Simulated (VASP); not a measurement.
The system is Nb2PdSe4.

```
Nb Pd Se
1.0
     3.55000    0.00000    0.00000
    -1.77500    3.07439    0.00000
     0.00000    0.00000   13.98000
Nb Pd Se
2 1 4
Direct
  0.00000 0.00000 0.25000
  0.00000 0.00000 0.75000
  0.00000 0.00000 0.00000
  0.33333 0.66667 0.13000
  0.33333 0.66667 0.37000
  0.66667 0.33333 0.63000
  0.66667 0.33333 0.87000
```

| Property | Result |
| --- | --- |
| Program | VASP 6.6.1 |
| Task | relaxation of cell and atoms |
| Functional | PBE |
| Potentials or basis | VASP PAW PBE potentials, release 64 (Nb_sv, Pd, Se) |
| Cutoff | 600 eV |
| k mesh | 4 × 4 × 1 |
| Occupations | gaussian, width 0.15 eV |
| Spin | no spin polarisation |

At the start: pressure -3.4 GPa; volume 21.80 Å³/atom.

Q: How do energy, volume and symmetry change on relaxing?

A: Over 7 steps the energy falls by 14.8 meV/atom and the volume is 21.05 Å³/atom (-3.4 %); space group P-3m1 (No. 164, to 0.05 Å).

Step by step:
```
step  energy change (eV)  largest force (eV/Å)  pressure (GPa)  volume (Å³)
   1              0.0000                0.3473           -3.36       152.58
   2              0.0040                0.7555            4.47       142.70
   3             -0.0674                0.3513            0.23       147.58
   4             -0.0838                0.2322            0.13       147.38
   5             -0.0890                0.3254            0.09       147.19
   6             -0.1007                0.1719           -0.13       147.27
   7             -0.1033                0.0511           -0.28       147.33
```

Final structure:
```cif
data_structure
_symmetry_space_group_name_H-M 'P 1'
_symmetry_Int_Tables_number 1
_cell_length_a 3.5622
_cell_length_b 3.5622
_cell_length_c 13.4070
_cell_angle_alpha 90.000
_cell_angle_beta 90.000
_cell_angle_gamma 120.000
_cell_volume 147.33
loop_
_atom_site_label
_atom_site_type_symbol
_atom_site_fract_x
_atom_site_fract_y
_atom_site_fract_z
_atom_site_occupancy
Nb1 Nb 0.00000 0.00000 0.24663 1
Nb2 Nb 0.00000 0.00000 0.75337 1
Pd1 Pd 0.00000 0.00000 0.00000 1
Se1 Se 0.33333 0.66667 0.12719 1
Se2 Se 0.33333 0.66667 0.37030 1
Se3 Se 0.66667 0.33333 0.62970 1
Se4 Se 0.66667 0.33333 0.87281 1
```

Caveat: the k points lie up to 0.51 Å⁻¹ apart in the final cell; this functional lacks dispersion, which binds the layers, so the pressure and a relaxed spacing across them are unreliable; the relaxation stopped at a loose force limit of 0.08 eV/Å, so its end isn't a converged minimum.
